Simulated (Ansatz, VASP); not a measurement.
# One calculation of MgO, two programs

File INCAR:

```
SYSTEM = MgO
PREC = Accurate
ENCUT = 600
EDIFF = 1E-6
ISMEAR = -1
SIGMA = 0.05
LREAL = .False.
LASPH = .True.
NELM = 120
ALGO = Normal
ISIF = 2
LWAVE = .False.
LCHARG = .False.
GGA = CA
NBANDS = 11
GGA_COMPAT = .False.
```

Contents of KPOINTS:

```
Automatic mesh
0
Gamma
  16 16 16
  0 0 0
```

POSCAR

```
MgO
1.0
    0.0000000000      1.8508539654      1.8508539654
    1.8508539654      0.0000000000      1.8508539654
    1.8508539654      1.8508539654      0.0000000000
Mg O
1 1
Direct
    0.0000000000      0.0000000000      0.0000000000
    0.2500000000      0.2500000000      0.2500000000
```

Input for Ansatz:

```yaml
crystal:
  lattice:
    - [0.0, 1.8508539654, 1.8508539654]
    - [1.8508539654, 0.0, 1.8508539654]
    - [1.8508539654, 1.8508539654, 0.0]
  atoms:
    - { symbol: Mg, position: [0.0, 0.0, 0.0] }
    - { symbol: O, position: [0.25, 0.25, 0.25] }
kpoints:
  mp_grid: { grid: [16, 16, 16] }
  band_path:
    path:
      - [0.0, 0.0, 0.0]
      - [-0.5, -0.5, 0.0]
      - [-0.375, -0.375, 0.25]
      - [-0.375, 0.0, 0.375]
      - [0.0, 0.0, 0.0]
      - [0.0, 0.0, 0.5]
      - [-0.5, -0.25, 0.25]
      - [-0.5, -0.5, 0.0]
    npoints: 8
scf:
  occupations: { method: fermi_dirac, width: 0.05 }
hamiltonian:
  xc: lda
  pseudopotentials: { kind: paw }
output:
  forces: true
  stress: true
  eigenvalues: true
  populations: true
  dos: { projected: true, de: 0.2, e_range: [-14, 8] }
```

Change from the starting cell: volume scaled by 0.55, PAW files.

Alike in both runs: task single point; functional LDA; k mesh 16 × 16 × 16; occupations fermi-dirac, width 0.05 eV; no spin polarisation.

```csv
,VASP,Ansatz
version,VASP 6.6.1,Ansatz 0.2.0
potentials or method,"VASP PAW LDA potentials, release 64 (Mg, O)","PAW with Ansatz's default frozen-core files, scalar-relativistic"
plane-wave cutoff (eV),600,420
valence electrons in the cell,8,16
```

Ansatz gave:

```
gap on the k mesh at the Fermi level (eV) : 7.26
pressure (GPa)                            : 258.1
```

Task: What did VASP give for the same quantities?

Result: gap on the k mesh at the Fermi level (eV): 7.24; pressure (GPa): 271.6.

LDA's correlation is that of Perdew and Zunger in VASP and of Perdew and Wang (1992) in Ansatz. Both programs put the cell under a high pressure, so it lies far from rest at this level. VASP's potentials hold 8 valence electrons a cell and Ansatz's 16, so a difference there can come from the potentials and not from the codes.

Noted on VASP's run: the cell as given lies far from equilibrium.
